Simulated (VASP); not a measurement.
# Al2H (P-1) in VASP: single point with PBE

Aim: the single point of Al2H with PBE.

Everything below comes from runs of VASP 6.6.1. Logs are shortened: lines on timing, memory, paths and dates and some standing lists are left out, and cuts for length are marked.

### 1 The cell of the first run

The typed cell holds 6 atoms: a = 4.914 Å, b = 4.239 Å, c = 5.791 Å, α = 65.47°, β = 64.90°, γ = 54.56°.

### 2 Single point, PBE

INCAR reads:

```
SYSTEM = Al2H
PREC     = Accurate       ! precision mode
ENCUT    = 520            ! plane-wave cutoff, eV
EDIFF    = 1E-6           ! SCF threshold, eV
ISMEAR   = 0              ! smearing method
SIGMA    = 0.1            ! smearing width, eV
LREAL    = .False.        ! projectors in reciprocal space
LASPH    = .True.         ! aspherical terms in the spheres
NELM     = 100            ! most SCF steps
ALGO     = Normal         ! electronic algorithm
ISIF     = 2              ! what is computed and relaxed
LWAVE    = .False.        ! write WAVECAR
LCHARG   = .False.        ! write CHGCAR
GGA      = PE             ! functional
NBANDS   = 16             ! bands
```

KPOINTS reads:

```
Automatic mesh
0
Gamma
  8 8 8
  0 0 0
```

POSCAR reads:

```
Al2H
1.0
   -4.9142592939     -0.0063062229     -0.0042299325
   -2.4589992705     -1.3976577590      3.1576222612
   -2.4650981987      4.1813446984      3.1587921040
Al H
4 2
Direct
    0.2700856610      0.0950414564      0.3647684185
    0.2695780379      0.5955010047      0.8653712232
    0.7299089788      0.4049570645      0.1352330088
    0.7304119604      0.9044960811      0.6346321517
   -0.0002772322      0.0025790238     -0.0020560666
    0.0002925940      0.4974253695      0.5020512645
```

Potentials or basis: VASP PAW PBE potentials, release 64 (Al, H).

Command:

```console
cat potpaw_PBE.64/Al/POTCAR potpaw_PBE.64/H/POTCAR > POTCAR
mpirun -np 1 vasp_std > vasp.out
```

OUTCAR:

```text
SYSTEM = Al2H
   PREC = Accurate
   ENCUT = 520
   EDIFF = 1E-6
   ISMEAR = 0
   LREAL = .False.
   LASPH = .True.
   NELM = 100
   ISIF = 2
   GGA = PE

 ion  position               nearest neighbor table
   1  0.270  0.095  0.365-   6 1.71   2 2.79   2 2.79   3 2.84   3 2.84   4 2.84   4 2.84   3 2.91

   2  0.270  0.596  0.865-   5 1.71   1 2.79   1 2.79   3 2.84   3 2.84   4 2.84   4 2.84   4 2.91

   3  0.730  0.405  0.135-   5 1.71   4 2.79   4 2.79   1 2.84   1 2.84   2 2.84   2 2.84   1 2.91

   4  0.730  0.904  0.635-   6 1.71   3 2.79   3 2.79   1 2.84   1 2.84   2 2.84   2 2.84   2 2.91

   5  1.000  0.003  0.998-   2 1.71   3 1.71
   6  0.000  0.497  0.502-   4 1.71   1 1.71

  Warning from LATTYP: Got some problem with cell dimensions!
  Tried to take original basis but could not verify dimensions!
  LATTYP: Found a triclinic cell.
 ALAT       =     4.2391865927
 B/A-ratio  =     1.1592471936
 C/A-ratio  =     1.6298009976
 COS(alpha) =     0.0001183150
 COS(beta)  =     0.5491182707
 COS(gamma) =     0.5798451928

  Lattice vectors:

 A1 = (   2.4589992705,   1.3976577590,  -3.1576222612)
 A2 = (   4.9142592939,   0.0063062229,   0.0042299325)
 A3 = (   0.0098381753,  -2.7899931623,  -6.3206442977)

Analysis of symmetry for initial positions (statically):
=====================================================================
 Subroutine PRICEL returns:
 Original cell was already a primitive cell.

 Routine SETGRP: Setting up the symmetry group for a
 triclinic supercell.

 Subroutine GETGRP returns: Found  1 space group operations
 (whereof  1 operations were pure point group operations)
 out of a pool of  2 trial point group operations.

The static configuration has the point symmetry C_1 .

Analysis of symmetry for dynamics (positions and initial velocities):
=====================================================================
 Subroutine PRICEL returns:
 Original cell was already a primitive cell.

 Routine SETGRP: Setting up the symmetry group for a
 triclinic supercell.

 Subroutine GETGRP returns: Found  1 space group operations
 (whereof  1 operations were pure point group operations)
 out of a pool of  2 trial point group operations.

The dynamic configuration has the point symmetry C_1 .

 Subroutine INISYM returns: Found  1 space group operations
 (whereof  1 operations are pure point group operations),
[... 107 lines left out ...]
   NSW    =      0    number of steps for IOM
   IBRION =     -1    ionic relax: 0-MD 1-quasi-New 2-CG
   NFREE  =      0    steps in history (QN), initial steepest desc. (CG)
   ISIF   =      2    stress and relaxation
   ISYM   =      2    0-nonsym 1-usesym 2-fastsym
   POTIM  = 0.5000    time-step for ionic-motion
   TEBEG  =    0.0;   TEEND  =   0.0 temperature during run
   PSTRESS=    0.0 pullay stress
   NELECT =      14.0000    total number of electrons
   NUPDOWN=      -1.0000    fix difference up-down
   EMIN   =  10.00;   EMAX   =-10.00  energy-range for DOS
   EFERMI =   0.00;   METHOD = LEGACY
   ISMEAR =     0;   SIGMA  =   0.10  broadening in eV -4-tet -1-fermi 0-gaus
   EFERMI_NEDOS =   21; number of points for ismear=-14 and -15
   IALGO  =     38    algorithm
   IMIX   =      4    mixing-type and parameters
     AMIX     =   0.40;   BMIX     =  1.00
     AMIX_MAG =   1.60;   BMIX_MAG =  1.00
  volume/ion in A,a.u.               =      14.44        97.44
  Fermi-wavevector in a.u.,A,eV,Ry     =   0.891693  1.685055 10.818210  0.795116
  Thomas-Fermi vector in A             =   2.013546
   LORBIT       =      0    0 simple, 1 ext, 2 COOP (PROOUT), +10 PAW based schemes
   GGA     = PE    functional components
   LHFCALC =     F    Hartree Fock is set to
   AEXX    =    0.0000 exact exchange contribution
   IVDW    =     0    specifies the selected vdW correction
   LEPSILON=     F    determine dielectric tensor
   LRPA    =     F    only Hartree local field effects (RPA)
 non-spin polarized calculation
 Gauss-broadening in eV      SIGMA  =   0.10
  energy-cutoff  :      520.00
  volume of cell :       86.64
 maximum number of plane-waves:      2356
 NGX is ok and might be reduce to    40
   NGX = 19   NGY = 15   NGZ = 21

 number of electron      14.0000000 magnetization

 Free energy of the ion-electron system (eV)
  ---------------------------------------------------
  ext. energy  EPLUGINS =         0.00000000
  ---------------------------------------------------
  free energy    TOTEN  =       -20.53288390 eV

  energy without entropy =      -20.52533156  energy(sigma->0) =      -20.52910773

 E-fermi :   5.4163     XC(G=0):  -9.4318

 val. band max:        5.4083665315   @ k =  -0.3750   0.0000   0.2500
 cond. band min:       5.4404946159   @ k =   0.1250   0.1250   0.0000
 fundamental gap:      0.0321280843
 Fermi energy:         5.4162507118

 k-point     1 :       0.0000    0.0000    0.0000
  band No.  band energies     occupation
      1      -4.8255      2.00000
      2      -0.4936      2.00000
      3       1.4104      2.00000
      4       2.7700      2.00000
      5       3.9756      2.00000
      6       4.0850      2.00000
[... 433 lines left out ...]
      3       0.5085      2.00000
      4       0.7449      2.00000
      5       2.3505      2.00000
      6       3.9436      2.00000
[... 8 lines left out ...]
     15      12.2314      0.00000
     16      12.7432      0.00000

 [... further k-points ...]

------------------------ aborting loop because EDIFF is reached ----------------------------------------

  FORCE on cell =-STRESS in cart. coord.  units (eV):
  Direction    XX          YY          ZZ          XY          YZ          ZX
  --------------------------------------------------------------------------------------
  -------------------------------------------------------------------------------------
  Total       -0.0364154     -0.0527582     -0.0384115     -0.0049582      0.0028828      0.0047972
  in kB       -0.6734247     -0.9756499     -0.7103381     -0.0916914      0.0533120      0.0887132
  external PRESSURE =      -0.7864709 kB  Pullay stress =       0.0000000 kB

 VOLUME and BASIS-vectors are now :
 -----------------------------------------------------------------------------
  energy-cutoff  :      520.00
  volume of cell :       86.64
      direct lattice vectors                 reciprocal lattice vectors
    -4.914259294 -0.006306223 -0.004229933    -0.203352843 -0.000189080 -0.158444779
    -2.458999271 -1.397657759  3.157622261     0.000025777 -0.179293255  0.237353526
    -2.465098199  4.181344698  3.158792104    -0.000298077  0.179226601  0.079098910

 POSITION                                       TOTAL-FORCE (eV/Angst)
 -----------------------------------------------------------------------------------
     -2.46017      1.39068      1.45119        -0.000122     -0.000537     -0.000017
     -4.92234      2.78441      4.61275         0.000254     -0.001550      0.000567
     -4.91611     -0.00514      1.70279         0.000155      0.000581      0.000013
     -7.37802      1.38483      4.85764        -0.000316      0.001499     -0.000584
     -7.37927      4.16284      3.15621        -0.000012      0.000644     -0.000277
     -2.46221      1.40402      3.15656         0.000041     -0.000637      0.000298
 -----------------------------------------------------------------------------------
    total drift:                                0.000000     -0.000000     -0.000000

  FREE ENERGIE OF THE ION-ELECTRON SYSTEM (eV)
  ---------------------------------------------------
  free  energy   TOTEN  =       -20.5328839006 eV

  energy  without entropy=      -20.5253315572  energy(sigma->0) =      -20.52910773
```

OSZICAR:

```text
N       E                     dE             d eps       ncg     rms          rms(c)
DAV:   1     0.260826157053E+01    0.26083E+01   -0.45312E+03  8320   0.672E+02
DAV:   2    -0.203533491761E+02   -0.22962E+02   -0.21179E+02 11000   0.872E+01
DAV:   3    -0.212066335310E+02   -0.85328E+00   -0.84911E+00 11176   0.151E+01
DAV:   4    -0.212150870958E+02   -0.84536E-02   -0.84529E-02 10376   0.180E+00
DAV:   5    -0.212152684722E+02   -0.18138E-03   -0.18138E-03 11312   0.274E-01    0.505E+00
DAV:   6    -0.206516196020E+02    0.56365E+00   -0.41665E-01 10392   0.369E+00    0.259E+00
DAV:   7    -0.205316455014E+02    0.11997E+00   -0.75150E-01 10392   0.451E+00    0.528E-01
DAV:   8    -0.205349634305E+02   -0.33179E-02   -0.10680E-01  9848   0.178E+00    0.374E-01
DAV:   9    -0.205327684920E+02    0.21949E-02   -0.88769E-03 10344   0.587E-01    0.775E-02
DAV:  10    -0.205328702098E+02   -0.10172E-03   -0.14119E-03 10160   0.210E-01    0.399E-02
DAV:  11    -0.205328887386E+02   -0.18529E-04   -0.18980E-04 10912   0.712E-02    0.159E-02
DAV:  12    -0.205328834808E+02    0.52578E-05   -0.32935E-05 10584   0.329E-02    0.285E-03
DAV:  13    -0.205328839006E+02   -0.41983E-06   -0.43346E-06  9336   0.108E-02
   1 F= -.20532884E+02 E0= -.20529108E+02  d E =-.755234E-02
```

stdout:

```text
POSCAR found type information on POSCAR AlH
 POSCAR found :  2 types and       6 ions
 scaLAPACK will be used
 LDA part: xc-table for (Slater+PW92), standard interpolation
 POSCAR, INCAR and KPOINTS ok, starting setup
 FFT: planning ... GRIDC
 FFT: planning ... GRID_SOFT
 FFT: planning ... GRID
 WAVECAR not read
 entering main loop
```

Wall time 5.6 min (1 thread of Intel Xeon 8259CL, shared host); peak memory 0.43 GiB.

What came out:

| Property | Result |
| --- | --- |
| Free energy | -20.5329 eV |
| Pressure | -0.1 GPa |
| Band gap on the k mesh | zero (bands 7 and 8 overlap by 3.99 eV) |

The gap in the log of VASP goes by the Fermi energy; the results here count the filled bands.